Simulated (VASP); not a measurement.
# InSe in VASP: further runs, part 2 of 2

VASP 6.6.1. Earlier steps stand in the parts before.

### Step 3. Single point, PBE+D3(BJ)

This run uses another cell than the first one, of 129.29 Å³/atom, 1.002 times its volume.

Contents of INCAR:

```
ALGO = Normal
DIPOL = 0.5 0.5 0.500
EDIFF = 1E-6
ENCUT = 520
GGA = PE
IDIPOL = 3
ISIF = 2
ISMEAR = 0
IVDW = 12
LASPH = T
LCHARG = F
LDIPOL = T
LREAL = F
LWAVE = F
NBANDS = 27
NELM = 80
PREC = Accurate
SIGMA = 0.02
```

Contents of KPOINTS:

```
k-points
0
Gamma
  9 9 1
```

Contents of POSCAR:

```
InSe
1.0
    4.0317714849      0.0000000000      0.0000000000
   -2.0158857424      3.4916165282      0.0000000000
    0.0000000000      0.0000000000     36.7365582894
Se In
2 2
Direct
    0.3333333333      0.6666666667      0.4269354644
    0.3333333333      0.6666666667      0.5730645356
    0.6666666667      0.3333333333      0.4619723136
    0.6666666667      0.3333333333      0.5380276864
```

Potentials or basis: VASP PAW PBE potentials, release 64 (Se, In_d).

The run is started by

```console
$ cat potpaw_PBE.64/Se/POTCAR potpaw_PBE.64/In_d/POTCAR > POTCAR
$ mpirun -np 1 vasp_std > vasp.out
```

OUTCAR:

```text
EDIFF = 1E-6
   ENCUT = 520
   GGA = PE
   ISIF = 2
   ISMEAR = 0
   IVDW = 12
   LASPH = T
   LREAL = F
   NELM = 80
   PREC = Accurate
 IVDW          = 12

 ion  position               nearest neighbor table
   1  0.333  0.667  0.427-   3 2.66   3 2.66   3 2.66
   2  0.333  0.667  0.573-   4 2.66   4 2.66   4 2.66
   3  0.667  0.333  0.462-   1 2.66   1 2.66   1 2.66   4 2.79
   4  0.667  0.333  0.538-   2 2.66   2 2.66   2 2.66   3 2.79

  LATTYP: Found a hexagonal cell.
 ALAT       =     4.0317714849
 C/A-ratio  =     9.1117659885

  Lattice vectors:

 A1 = (   4.0317714849,   0.0000000000,   0.0000000000)
 A2 = (  -2.0158857424,   3.4916165282,   0.0000000000)
 A3 = (   0.0000000000,   0.0000000000,  36.7365582894)

Analysis of symmetry for initial positions (statically):
=====================================================================
 Subroutine PRICEL returns:
 Original cell was already a primitive cell.

 Routine SETGRP: Setting up the symmetry group for a
 hexagonal supercell.

 Subroutine GETGRP returns: Found 12 space group operations
 (whereof 12 operations were pure point group operations)
 out of a pool of 24 trial point group operations.

The static configuration has the point symmetry D_3h.

Analysis of symmetry for dynamics (positions and initial velocities):
=====================================================================
 Subroutine PRICEL returns:
 Original cell was already a primitive cell.

 Routine SETGRP: Setting up the symmetry group for a
 hexagonal supercell.

 Subroutine GETGRP returns: Found 12 space group operations
 (whereof 12 operations were pure point group operations)
 out of a pool of 24 trial point group operations.

The dynamic configuration has the point symmetry D_3h.

 Subroutine INISYM returns: Found 12 space group operations
 (whereof 12 operations are pure point group operations),
 and found     1 'primitive' translations

----------------------------------------------------------------------------------------

                                     Primitive cell

  volume of cell :     517.1552

  direct lattice vectors                    reciprocal lattice vectors
     4.031771485  0.000000000  0.000000000     0.248029930  0.143200147  0.000000000
    -2.015885742  3.491616528  0.000000000     0.000000000  0.286400294  0.000000000
     0.000000000  0.000000000 36.736558289     0.000000000  0.000000000  0.027220841

  length of vectors
     4.031771485  4.031771485 36.736558289     0.286400294  0.286400294  0.027220841

  position of ions in fractional coordinates (direct lattice)
     0.333333333  0.666666667  0.426935464
     0.333333333  0.666666667  0.573064536
     0.666666667  0.333333333  0.461972314
     0.666666667  0.333333333  0.538027686

  ion indices of the primitive-cell ions
   primitive index   ion index
                 1           1
                 2           2
                 3           3
                 4           4

----------------------------------------------------------------------------------------

 KPOINTS: k-points

Automatic generation of k-mesh.
 Grid dimensions read from file:
 generate k-points for:    9    9    1

 Generating k-lattice:
[... 28 lines left out ...]
  0.222222  0.222222  0.000000      6.000000
  0.333333  0.222222  0.000000     12.000000
  0.333333  0.333333  0.000000      2.000000
   k-points           NKPTS =     12   k-points in BZ     NKDIM =     12   number of bands    NBANDS=     27
   number of dos      NEDOS =    301   number of ions     NIONS =      4
   total plane-waves  NPLWV = 252000
   dimension x,y,z NGX =    30 NGY =   30 NGZ =  280
   dimension x,y,z NGXF=    60 NGYF=   60 NGZF=  560
   ions per type =               2   2
   NGX,Y,Z   is equivalent  to a cutoff of  12.37, 12.37, 12.67 a.u.
   NGXF,Y,Z  is equivalent  to a cutoff of  24.74, 24.74, 25.34 a.u.
 SYSTEM =  unknown system
   PREC   = accura    normal or accurate (medium, high low for compatibility)
   ISTART =      0    job   : 0-new  1-cont  2-samecut
   ICHARG =      2    charge: 1-file 2-atom 10-const
   ISPIN  =      1    spin polarized calculation?
   LNONCOLLINEAR =      F non collinear calculations
   LSORBIT =      F    spin-orbit coupling
   LASPH  =      T    aspherical Exc in radial PAW
   ENCUT  =  520.0 eV  38.22 Ry    6.18 a.u.   7.50  7.50 68.31*2*pi/ulx,y,z
   NELM   =     80;   NELMIN=  2; NELMDL= -5     # of ELM steps
   EDIFF  = 0.1E-05   stopping-criterion for ELM
   LREAL  =      F    real-space projection
   EDIFFG = 0.1E-04   stopping-criterion for IOM
   NSW    =      0    number of steps for IOM
   IBRION =     -1    ionic relax: 0-MD 1-quasi-New 2-CG
   NFREE  =      0    steps in history (QN), initial steepest desc. (CG)
   ISIF   =      2    stress and relaxation
   ISYM   =      2    0-nonsym 1-usesym 2-fastsym
   POTIM  = 0.5000    time-step for ionic-motion
   TEBEG  =    0.0;   TEEND  =   0.0 temperature during run
   PSTRESS=    0.0 pullay stress
   NELECT =      38.0000    total number of electrons
   NUPDOWN=      -1.0000    fix difference up-down
   EMIN   =  10.00;   EMAX   =-10.00  energy-range for DOS
   EFERMI =   0.00;   METHOD = LEGACY
   ISMEAR =     0;   SIGMA  =   0.02  broadening in eV -4-tet -1-fermi 0-gaus
   EFERMI_NEDOS =   21; number of points for ismear=-14 and -15
   IALGO  =     38    algorithm
   IMIX   =      4    mixing-type and parameters
     AMIX     =   0.40;   BMIX     =  1.00
     AMIX_MAG =   1.60;   BMIX_MAG =  1.00
  volume/ion in A,a.u.               =     129.29       872.48
  Fermi-wavevector in a.u.,A,eV,Ry     =   0.685692  1.295770  6.397098  0.470173
  Thomas-Fermi vector in A             =   1.765706
   LORBIT       =      0    0 simple, 1 ext, 2 COOP (PROOUT), +10 PAW based schemes
   GGA     = PE    functional components
   LHFCALC =     F    Hartree Fock is set to
   AEXX    =    0.0000 exact exchange contribution
   IVDW    =    12    specifies the selected vdW correction
   LEPSILON=     F    determine dielectric tensor
   LRPA    =     F    only Hartree local field effects (RPA)
 non-spin polarized calculation
 Gauss-broadening in eV      SIGMA  =   0.02
  energy-cutoff  :      520.00
  volume of cell :      517.16
 maximum number of plane-waves:     14007
 NGX is ok and might be reduce to    30
   NGX = 15   NGY = 15   NGZ =137

 dipolmoment           0.000000      0.000000     -0.000000 electrons x Angstroem

 number of electron      38.0000003 magnetization

 dipolmoment           0.000000      0.000000      0.000000 electrons x Angstroem

 Free energy of the ion-electron system (eV)
  ---------------------------------------------------
  ext. energy  EPLUGINS =         0.00000000
  ---------------------------------------------------
  free energy    TOTEN  =       -14.20418381 eV

  energy without entropy =      -14.20418381  energy(sigma->0) =      -14.20418381

 E-fermi :  -3.7365     XC(G=0):  -2.3167

 val. band max:       -3.8708852041   @ k =   0.1111   0.1111   0.0000
 cond. band min:      -2.2814820044   @ k =   0.0000   0.0000   0.0000
 fundamental gap:      1.5894031997
 Fermi energy:        -3.7365328522

 k-point     1 :       0.0000    0.0000    0.0000
  band No.  band energies     occupation
      1     -17.8968      2.00000
      2     -17.7128      2.00000
      3     -17.7128      2.00000
      4     -17.6303      2.00000
      5     -17.6303      2.00000
      6     -17.6224      2.00000
[... 349 lines left out ...]
     26       3.7238      0.00000
     27       4.1371      0.00000

------------------------ aborting loop because EDIFF is reached ----------------------------------------

 vacuum level on the upper side and lower side of the slab       (xc-potential included)        -0.005        -0.005

 Edisp (eV)   -0.88479

 E8    (eV) :    -0.4269

  FORCE on cell =-STRESS in cart. coord.  units (eV):
  Direction    XX          YY          ZZ          XY          YZ          ZX
  --------------------------------------------------------------------------------------
  -------------------------------------------------------------------------------------
  Total       0.02964     0.02964     0.12697     0.00000    -0.00000     0.00000
  in kB       0.09181     0.09181     0.39337     0.00000    -0.00000     0.00000
  external pressure =        0.19 kB  Pullay stress =        0.00 kB

 VOLUME and BASIS-vectors are now :
 -----------------------------------------------------------------------------
  energy-cutoff  :      520.00
  volume of cell :      517.16
      direct lattice vectors                 reciprocal lattice vectors
     4.031771485  0.000000000  0.000000000     0.248029930  0.143200147  0.000000000
    -2.015885742  3.491616528  0.000000000     0.000000000  0.286400294  0.000000000
     0.000000000  0.000000000 36.736558289     0.000000000  0.000000000  0.027220841

 POSITION                                       TOTAL-FORCE (eV/Angst)
 -----------------------------------------------------------------------------------
     -0.00000      2.32774     15.68414         0.000000      0.000000     -0.050809
     -0.00000      2.32774     21.05242         0.000000      0.000000      0.050809
      2.01589      1.16387     16.97127        -0.000000     -0.000000      0.043162
      2.01589      1.16387     19.76529        -0.000000     -0.000000     -0.043162
 -----------------------------------------------------------------------------------
    total drift:                                0.000000     -0.000000      0.000000

  FREE ENERGIE OF THE ION-ELECTRON SYSTEM (eV)
  ---------------------------------------------------
  free  energy   TOTEN  =       -15.0889755526 eV

  energy  without entropy=      -15.0889755526  energy(sigma->0) =      -15.08897555

 vacuum level on the upper side and lower side of the slab         2.101         2.101
```

stdout:

```text
POSCAR found type information on POSCAR SeIn
 POSCAR found :  2 types and       4 ions
 scaLAPACK will be used
 LDA part: xc-table for (Slater+PW92), standard interpolation
 POSCAR, INCAR and KPOINTS ok, starting setup
 FFT: planning ... GRIDC
 FFT: planning ... GRID_SOFT
 FFT: planning ... GRID
 WAVECAR not read
 entering main loop
```

Run time: 2.8 min. Hardware: 1 thread of Intel Xeon 6975P-C (Granite Rapids), shared host; peak memory 0.61 GiB.

What came out:

```yaml
Free_energy: -15.0890 eV
Largest_force: 0.051 eV/Å
Band_gap_on_the_k_mesh: 1.59 eV, indirect (least direct gap 1.66 eV)
Dispersion_energy_per_atom: -0.221 eV
```

Forces on the atoms (eV/Å):
```
Se   0.000  0.000 -0.051
Se   0.000  0.000  0.051
In   0.000  0.000  0.043
In   0.000  0.000 -0.043
```

Levels at points of the mesh, in eV from the valence-band top:
| k point | band 15 | band 16 | band 17 | band 18 | band 19 | band 20 | band 21 | band 22 | band 23 | band 24 |
| --- | --- | --- | --- | --- | --- | --- | --- | --- | --- | --- |
| (0.00, 0.00, 0.00) | -0.48 | -0.48 | -0.41 | -0.41 | -0.07 | 1.59 | 2.80 | 5.04 | 5.04 | 5.58 |

Caveat: spin-orbit coupling is left out, which moves the levels of the heavy elements.
